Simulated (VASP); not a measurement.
# SiSe (P-6m2) in VASP: notebook, part 2 of 2

VASP 6.6.1. The steps go on from the part before.

## (5) Single point, PBE

This run uses another cell than the first one, of 20.14 Å³/atom, 1.132 times its volume.

The input, INCAR:

```
SYSTEM = SiSe
ALGO = Normal
EDIFF = 1E-7
ENCUT = 520
GGA = PE
ISIF = 2
ISMEAR = 0
LASPH = .TRUE.
LCHARG = .TRUE.
LELF = .TRUE.
LREAL = .FALSE.
LVHAR = .TRUE.
LWAVE = .FALSE.
NBANDS = 12
NELM = 80
PREC = Accurate
SIGMA = 0.1
```

The input, KPOINTS:

```
k-points
0
G
  18 18 16
  0 0 0
```

The input, POSCAR:

```
SiSe
1.0
    3.5951992415      0.0000000000      0.0000000000
   -1.7975996207      3.1135338748      0.0000000000
    0.0000000000      0.0000000000      3.5987331310
Si Se
1 1
Direct
    0.6666666667      0.3333333333      0.5000000000
    0.0000000000      0.0000000000      0.0000000000
```

Potentials or basis: VASP PAW PBE potentials, release 64 (Si, Se).

On the command line:

```bash
$ cat potpaw_PBE.64/Si/POTCAR potpaw_PBE.64/Se/POTCAR > POTCAR
$ mpirun -np 1 vasp_std > vasp.out
```

OUTCAR:

```text
SYSTEM = SiSe
   EDIFF = 1E-7
   ENCUT = 520
   GGA = PE
   ISIF = 2
   ISMEAR = 0
   LASPH = .TRUE.
   LREAL = .FALSE.
   NELM = 80
   PREC = Accurate

 ion  position               nearest neighbor table
   1  0.667  0.333  0.500-   2 2.75   2 2.75   2 2.75   2 2.75   2 2.75   2 2.75
   2  0.000  0.000  0.000-   1 2.75   1 2.75   1 2.75   1 2.75   1 2.75   1 2.75

  LATTYP: Found a hexagonal cell.
 ALAT       =     3.5951992415
 C/A-ratio  =     1.0009829468

  Lattice vectors:

 A1 = (   3.5951992415,   0.0000000000,   0.0000000000)
 A2 = (  -1.7975996207,   3.1135338748,   0.0000000000)
 A3 = (   0.0000000000,   0.0000000000,   3.5987331310)

Analysis of symmetry for initial positions (statically):
=====================================================================
 Subroutine PRICEL returns:
 Original cell was already a primitive cell.

 Routine SETGRP: Setting up the symmetry group for a
 hexagonal supercell.

 Subroutine GETGRP returns: Found 12 space group operations
 (whereof 12 operations were pure point group operations)
 out of a pool of 24 trial point group operations.

The static configuration has the point symmetry D_3h.

Analysis of symmetry for dynamics (positions and initial velocities):
=====================================================================
 Subroutine PRICEL returns:
 Original cell was already a primitive cell.

 Routine SETGRP: Setting up the symmetry group for a
 hexagonal supercell.

 Subroutine GETGRP returns: Found 12 space group operations
 (whereof 12 operations were pure point group operations)
 out of a pool of 24 trial point group operations.

The dynamic configuration has the point symmetry D_3h.

 Subroutine INISYM returns: Found 12 space group operations
 (whereof 12 operations are pure point group operations),
 and found     1 'primitive' translations

----------------------------------------------------------------------------------------

                                     Primitive cell

  volume of cell :      40.2834

  direct lattice vectors                    reciprocal lattice vectors
     3.595199242  0.000000000  0.000000000     0.278148701  0.160589228  0.000000000
    -1.797599621  3.113533875  0.000000000     0.000000000  0.321178455  0.000000000
     0.000000000  0.000000000  3.598733131     0.000000000  0.000000000  0.277875564

  length of vectors
     3.595199242  3.595199241  3.598733131     0.321178455  0.321178455  0.277875564

  position of ions in fractional coordinates (direct lattice)
     0.666666667  0.333333333  0.500000000
     0.000000000  0.000000000  0.000000000

  ion indices of the primitive-cell ions
   primitive index   ion index
                 1           1
                 2           2

----------------------------------------------------------------------------------------

 KPOINTS: k-points

Automatic generation of k-mesh.
 Grid dimensions read from file:
 generate k-points for:   18   18   16

 Generating k-lattice:

  Cartesian coordinates                     Fractional coordinates (reciprocal lattice)
     0.015452706  0.008921624  0.000000000     0.055555556 -0.000000000  0.000000000
     0.000000000  0.017843248  0.000000000     0.000000000  0.055555556  0.000000000
     0.000000000  0.000000000  0.017367223     0.000000000  0.000000000  0.062500000

  Length of vectors
     0.017843248  0.017843248  0.017367223

  Shift w.r.t. Gamma in fractional coordinates (k-lattice)
     0.000000000  0.000000000  0.000000000

 Subroutine IBZKPT returns following result:
 ===========================================

 Found    333 irreducible k-points:

 Following reciprocal coordinates:
            Coordinates               Weight
  0.000000  0.000000  0.000000      1.000000
  0.055556  0.000000  0.000000      6.000000
  0.111111  0.000000  0.000000      6.000000
  0.166667 -0.000000  0.000000      6.000000
  0.222222  0.000000  0.000000      6.000000
  0.277778  0.000000  0.000000      6.000000
[... 16 lines left out ...]
  0.333333  0.111111  0.000000     12.000000
  0.388889  0.111111  0.000000     12.000000
 [... further k-points ...]
   k-points           NKPTS =    333   k-points in BZ     NKDIM =    333   number of bands    NBANDS=     12
   number of dos      NEDOS =    301   number of ions     NIONS =      2
   total plane-waves  NPLWV =  21952
   dimension x,y,z NGX =    28 NGY =   28 NGZ =   28
   dimension x,y,z NGXF=    56 NGYF=   56 NGZF=   56
   ions per type =               1   1
   NGX,Y,Z   is equivalent  to a cutoff of  12.95, 12.95, 12.93 a.u.
   NGXF,Y,Z  is equivalent  to a cutoff of  25.90, 25.90, 25.87 a.u.
 SYSTEM =  SiSe
   PREC   = accura    normal or accurate (medium, high low for compatibility)
   ISTART =      0    job   : 0-new  1-cont  2-samecut
   ICHARG =      2    charge: 1-file 2-atom 10-const
   ISPIN  =      1    spin polarized calculation?
   LNONCOLLINEAR =      F non collinear calculations
   LSORBIT =      F    spin-orbit coupling
   LASPH  =      T    aspherical Exc in radial PAW
   ENCUT  =  520.0 eV  38.22 Ry    6.18 a.u.   6.68  6.68  6.69*2*pi/ulx,y,z
   NELM   =     80;   NELMIN=  2; NELMDL= -5     # of ELM steps
   EDIFF  = 0.1E-06   stopping-criterion for ELM
   LREAL  =      F    real-space projection
   EDIFFG = 0.1E-05   stopping-criterion for IOM
   NSW    =      0    number of steps for IOM
   IBRION =     -1    ionic relax: 0-MD 1-quasi-New 2-CG
   NFREE  =      0    steps in history (QN), initial steepest desc. (CG)
   ISIF   =      2    stress and relaxation
   ISYM   =      2    0-nonsym 1-usesym 2-fastsym
   POTIM  = 0.5000    time-step for ionic-motion
   TEBEG  =    0.0;   TEEND  =   0.0 temperature during run
   PSTRESS=    0.0 pullay stress
   NELECT =      10.0000    total number of electrons
   NUPDOWN=      -1.0000    fix difference up-down
   EMIN   =  10.00;   EMAX   =-10.00  energy-range for DOS
   EFERMI =   0.00;   METHOD = LEGACY
   ISMEAR =     0;   SIGMA  =   0.10  broadening in eV -4-tet -1-fermi 0-gaus
   EFERMI_NEDOS =   21; number of points for ismear=-14 and -15
   IALGO  =     38    algorithm
   IMIX   =      4    mixing-type and parameters
     AMIX     =   0.40;   BMIX     =  1.00
     AMIX_MAG =   1.60;   BMIX_MAG =  1.00
  volume/ion in A,a.u.               =      20.14       135.92
  Fermi-wavevector in a.u.,A,eV,Ry     =   1.028883  1.944307 14.403138  1.058601
  Thomas-Fermi vector in A             =   2.162903
   LORBIT       =      0    0 simple, 1 ext, 2 COOP (PROOUT), +10 PAW based schemes
   GGA     = PE    functional components
   LHFCALC =     F    Hartree Fock is set to
   AEXX    =    0.0000 exact exchange contribution
   IVDW    =     0    specifies the selected vdW correction
   LEPSILON=     F    determine dielectric tensor
   LRPA    =     F    only Hartree local field effects (RPA)
 non-spin polarized calculation
 Gauss-broadening in eV      SIGMA  =   0.10
  energy-cutoff  :      520.00
  volume of cell :       40.28
 maximum number of plane-waves:      1113
 NGX is ok and might be reduce to    28
   NGX = 13   NGY = 13   NGZ = 13

 number of electron      10.0000000 magnetization

 Free energy of the ion-electron system (eV)
  ---------------------------------------------------
  ext. energy  EPLUGINS =         0.00000000
  ---------------------------------------------------
  free energy    TOTEN  =        -8.41119104 eV

  energy without entropy =       -8.40711283  energy(sigma->0) =       -8.40915194

 E-fermi :   6.2280     XC(G=0): -10.0978

 val. band max:        6.2250847653   @ k =   0.1667   0.0556   0.1875
 cond. band min:       6.2287173184   @ k =   0.5000  -0.0000   0.1250
 fundamental gap:      0.0036325531
 Fermi energy:         6.2280125199

 k-point     1 :       0.0000    0.0000    0.0000
  band No.  band energies     occupation
      1      -9.1040      2.00000
      2       1.4336      2.00000
      3       2.4691      2.00000
      4       4.3694      2.00000
      5       4.3694      2.00000
      6       9.0329      0.00000
      7       9.0329      0.00000
      8       9.6451      0.00000
      9      12.8859      0.00000
     10      14.1782      0.00000
     11      16.7878      0.00000
     12      16.7878      0.00000
[... 331 lines left out ...]
 k-point    24 :       0.3889    0.1111    0.0000
  band No.  band energies     occupation
      1      -7.5751      2.00000
      2      -2.4426      2.00000
      3       1.8693      2.00000
      4       4.2145      2.00000
      5       5.2853      2.00000
      6       8.0766      0.00000
      7       8.1799      0.00000
      8      10.2463      0.00000
      9      11.3379      0.00000
     10      14.4212      0.00000
     11      16.1470      0.00000
     12      18.3790      0.00000

 [... further k-points ...]
[... 5 lines left out ...]
  --------------------------------------------------------------------------------------
  -------------------------------------------------------------------------------------
  Total        0.0085976      0.0085976      0.0117512      0.0000000     -0.0000000      0.0000000
  in kB        0.3419494      0.3419494      0.4673753      0.0000000     -0.0000000      0.0000000
  external PRESSURE =       0.3837580 kB  Pullay stress =       0.0000000 kB

 VOLUME and BASIS-vectors are now :
 -----------------------------------------------------------------------------
  energy-cutoff  :      520.00
  volume of cell :       40.28
      direct lattice vectors                 reciprocal lattice vectors
     3.595199242  0.000000000  0.000000000     0.278148701  0.160589228  0.000000000
    -1.797599621  3.113533875  0.000000000     0.000000000  0.321178455  0.000000000
     0.000000000  0.000000000  3.598733131     0.000000000  0.000000000  0.277875564

 POSITION                                       TOTAL-FORCE (eV/Angst)
 -----------------------------------------------------------------------------------
      1.79760      1.03784      1.79937         0.000000      0.000000      0.000000
      0.00000      0.00000      0.00000        -0.000000      0.000000      0.000000
 -----------------------------------------------------------------------------------
    total drift:                                0.000000     -0.000000      0.000000

  FREE ENERGIE OF THE ION-ELECTRON SYSTEM (eV)
  ---------------------------------------------------
  free  energy   TOTEN  =        -8.4111910448 eV

  energy  without entropy=       -8.4071128341  energy(sigma->0) =       -8.40915194
```

It took 5.7 min on 1 thread of AMD EPYC 7R13, shared host; peak memory 0.26 GiB.

What came out:

```yaml
Free_energy: -8.4112 eV
Pressure: 0.0 GPa
Band_gap_on_the_k_mesh: zero (band 5 reaches 7.67 eV, above the bottom of band 6 at 4.19 eV)
```

Levels at points of the mesh, in eV from the Fermi level:
```csv
k point,band 3,band 4,band 5,band 6,band 7,band 8
"(0.00, 0.00, 0.00)",-3.76,-1.86,-1.86,2.80,2.80,3.42
"(0.50, 0.00, 0.00)",-3.46,-1.99,-1.86,1.84,1.88,3.52
"(0.00, 0.00, 0.50)",-0.80,-0.80,1.45,2.04,2.64,2.64
"(0.50, 0.00, 0.50)",-6.13,-5.38,-1.99,0.91,2.50,2.50
```

## (6) Relaxation of cell and atoms, PBE

This run uses another cell than the first one, of 20.30 Å³/atom, 1.141 times its volume.

The input, INCAR:

```
SYSTEM = SiSe
PREC     = Accurate       ! precision mode
ENCUT    = 600            ! plane-wave cutoff, eV
EDIFF    = 1E-6           ! SCF threshold, eV
ISMEAR   = 0              ! smearing method
SIGMA    = 0.1            ! smearing width, eV
LREAL    = .False.        ! projectors in reciprocal space
LASPH    = .True.         ! aspherical terms in the spheres
NELM     = 60             ! most SCF steps
ALGO     = Normal         ! electronic algorithm
ISIF     = 3              ! what is computed and relaxed
LWAVE    = .False.        ! write WAVECAR
LCHARG   = .False.        ! write CHGCAR
GGA      = PE             ! functional
IBRION   = 2              ! ionic algorithm
NSW      = 100            ! ionic steps
EDIFFG   = -0.01          ! ionic threshold
```

The input, KPOINTS:

```
regular mesh
0
Gamma
  18 18 16
  0 0 0
```

The input, POSCAR:

```
SiSe
1.0
    3.6142052603      0.0000000000      0.0000000000
   -1.8071026301      3.1299935699      0.0000000000
    0.0000000000      0.0000000000      3.5884538953
Si Se
1 1
Direct
    0.6666666667      0.3333333333      0.5000000000
    0.0000000000      0.0000000000      0.0000000000
```

Potentials or basis: VASP PAW PBE potentials, release 64 (Si, Se).

On the command line:

```bash
$ cat potpaw_PBE.64/Si/POTCAR potpaw_PBE.64/Se/POTCAR > POTCAR
$ mpirun -np 1 vasp_std > vasp.out
```

Wall time 8.7 min (1 thread of AMD EPYC 7R13, shared host); peak memory 0.29 GiB.

The run converged. Its results:

| Quantity | Value |
| --- | --- |
| Free energy | -8.4112 eV |
| Relaxed volume | 20.17 Å³/atom |
| Relaxed cell | a = 3.598 Å, b = 3.598 Å, c = 3.598 Å, α = 90.00°, β = 90.00°, γ = 120.00° |
| Space group after relaxing (to 0.05 Å) | P-6m2 (No. 187) |
| Energy gained by relaxing | 0.3 meV/atom |
| Ionic steps | 3 |
| Pressure after relaxing | 0.0 GPa |
| Band gap on the k mesh | zero (band 5 reaches 7.64 eV, above the bottom of band 6 at 4.18 eV) |

Stress tensor (GPa, compression positive):
```
-0.04  0.00  0.00
 0.00 -0.04  0.00
 0.00  0.00  0.05
```

Step by step:
| step | energy change (eV) | largest force (eV/Å) | pressure (GPa) | volume (Å³) |
| --- | --- | --- | --- | --- |
| 1 | 0.0000 | 0.0000 | -0.19 | 40.59 |
| 2 | -0.0004 | 0.0000 | -0.09 | 40.45 |
| 3 | -0.0006 | 0.0000 | -0.01 | 40.34 |

Final structure:
```yaml
crystal:
  lattice:
    - [3.59833, 0.00000, 0.00000]
    - [-1.79917, 3.11625, 0.00000]
    - [0.00000, 0.00000, 3.59766]
  atoms:
    - { symbol: Si, position: [0.66667, 0.33333, 0.50000] }
    - { symbol: Se, position: [0.00000, 0.00000, 0.00000] }
```

Levels at points of the mesh, in eV from the Fermi level:
```tsv
k point	band 1	band 2	band 3	band 4	band 5	band 6	band 7	band 8	band 9
(0.00, 0.00, 0.00)	-15.32	-4.79	-3.74	-1.87	-1.87	2.80	2.80	3.42	6.65
(0.50, 0.00, 0.00)	-13.78	-8.84	-3.46	-1.98	-1.86	1.84	1.88	3.53	5.35
(0.00, 0.00, 0.50)	-14.14	-9.93	-0.81	-0.81	1.43	2.03	2.64	2.64	7.25
(0.50, 0.00, 0.50)	-12.98	-7.28	-6.12	-5.37	-1.99	0.91	2.50	2.50	10.75
```

## (7) Summary

| task | cell | k mesh | cutoff (eV) | gap on the mesh (eV) | pressure (GPa) | relaxed volume (Å³/atom) |
| --- | --- | --- | --- | --- | --- | --- |
| single point | a = 3.494, b = 3.494, c = 3.366 Å, angles 90.0, 90.0, 120.0°, 2 atoms | 6 × 6 × 6 | 520 | none | 10.7 | - |
| single point | a = 3.614, b = 3.614, c = 3.588 Å, angles 90.0, 90.0, 120.0°, 2 atoms | 6 × 6 × 6 | 520 | none | 0.0 | - |
| relaxation of cell and atoms | relaxed from a = 3.494, b = 3.494, c = 3.366 Å, angles 90.0, 90.0, 120.0°, 2 atoms | 6 × 6 × 6 | 600 | none | 0.1 | 20.23 |
| single point | a = 3.595, b = 3.595, c = 3.599 Å, angles 90.0, 90.0, 120.0°, 2 atoms | 18 × 18 × 16 | 520 | none | 0.0 | - |
| relaxation of cell and atoms | relaxed from a = 3.614, b = 3.614, c = 3.588 Å, angles 90.0, 90.0, 120.0°, 2 atoms | 18 × 18 × 16 | 600 | none | 0.0 | 20.17 |

Alike in all rows: level PBE; potentials or basis VASP PAW PBE potentials, release 64 (Si, Se); no spin polarisation; smearing gaussian 0.1 eV.

Absolute energies hang on the potentials; compare differences alone.
